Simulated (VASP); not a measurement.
Pb, 1 atom in the cell. The structure is hexagonal, space group P6/mmm (No. 191). The conventional cell has a = 2.907 Å, b = 2.907 Å, c = 2.745 Å, α = 90.00°, β = 90.00°, γ = 120.00°. Within 3.6 Å of Pb (site symmetry 6/mmm) lie 8 Pb at 2.74 to 2.91 Å. This isn't the form of Pb at room conditions, which is fcc.

* Program: VASP 6.6.1
* Task: single point
* Functional: PBE
* Potentials or basis: VASP PAW PBE potentials, release 64 (Pb_d)
* Cutoff: 520 eV
* k mesh: 15 × 15 × 14
* Occupations: fermi-dirac, width 0.05 eV
* Spin: no spin polarisation
* Dipole correction: no
* Further INCAR settings: ALGO = Normal; EDIFF = 1e-06; NBANDS = 13

Potentials or basis: VASP PAW PBE potentials, release 64 (Pb_d).

Run with:

```sh
$ cat potpaw_PBE.64/Pb_d/POTCAR > POTCAR
$ mpirun -np 1 vasp_std > vasp.out
```

Hardware: 1 thread of Intel(R) Xeon(R) 6975P-C (Granite Rapids), on a shared host.

Task: Estimate the wall time of this run.

Result: Wall time 17 s on 1 thread of Intel(R) Xeon(R) 6975P-C (Granite Rapids), on a shared host, peak memory 0.17 GiB. Counts: scf iterations 11, k points 216.
